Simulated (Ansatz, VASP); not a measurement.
## Rh in VASP and in Ansatz

The input INCAR:

```
SYSTEM = Rh
ALGO = Normal ; EDIFF = 1E-6
ENCUT = 500 ; GGA_COMPAT = .FALSE.
ISIF = 2 ; ISMEAR = -1
LASPH = .TRUE. ; LCHARG = .FALSE.
LREAL = .FALSE. ; LWAVE = .FALSE.
NBANDS = 14 ; NELM = 120
PREC = Accurate ; SIGMA = 0.05
```

The input KPOINTS:

```
k-points
0
G
  17 17 17
  0 0 0
```

File POSCAR:

```
Rh
1.0
    0.0000000000      1.6504199311      1.6504199311
    1.6504199311      0.0000000000      1.6504199311
    1.6504199311      1.6504199311      0.0000000000
Rh
1
Direct
    0.0000000000      0.0000000000      0.0000000000
```

Input for Ansatz:

```yaml
crystal:
  lattice:
    - [0.0, 1.6504199311, 1.6504199311]
    - [1.6504199311, 0.0, 1.6504199311]
    - [1.6504199311, 1.6504199311, 0.0]
  atoms:
    - { symbol: Rh, position: [0.0, 0.0, 0.0] }
kpoints:
  mp_grid: { grid: [17, 17, 17] }
scf:
  occupations: { method: fermi_dirac, width: 0.05 }
hamiltonian:
  xc: lda
  pseudopotentials: { kind: all_electron, datasets: crystal }
output:
  forces: true
  stress: true
  eigenvalues: true
```

Change from the starting cell: volume scaled by 0.68, crystal datasets.

Alike in both runs: task single point; functional LDA; k mesh 17 × 17 × 17; occupations fermi-dirac, width 0.05 eV; no spin polarisation.

```csv
,VASP,Ansatz
version,VASP 6.6.1,Ansatz 0.2.0
potentials or method,"VASP PAW LDA potentials, release 64 (Rh_pv), cutoff 500 eV","all-electron PAW with datasets made for the crystal, scalar-relativistic"
```

Ansatz gave:

- pressure (GPa): 314.4

Question: Estimate VASP's values.

Answer: Pressure (GPa): 320.2.

LDA's correlation is that of Perdew and Zunger in VASP and of Perdew and Wang (1992) in Ansatz. Both programs put the cell under a high pressure, so it lies far from rest at this level. Ansatz ran all-electron here, and VASP with PAW potentials.

Noted on VASP's run: the cell as given lies far from equilibrium.
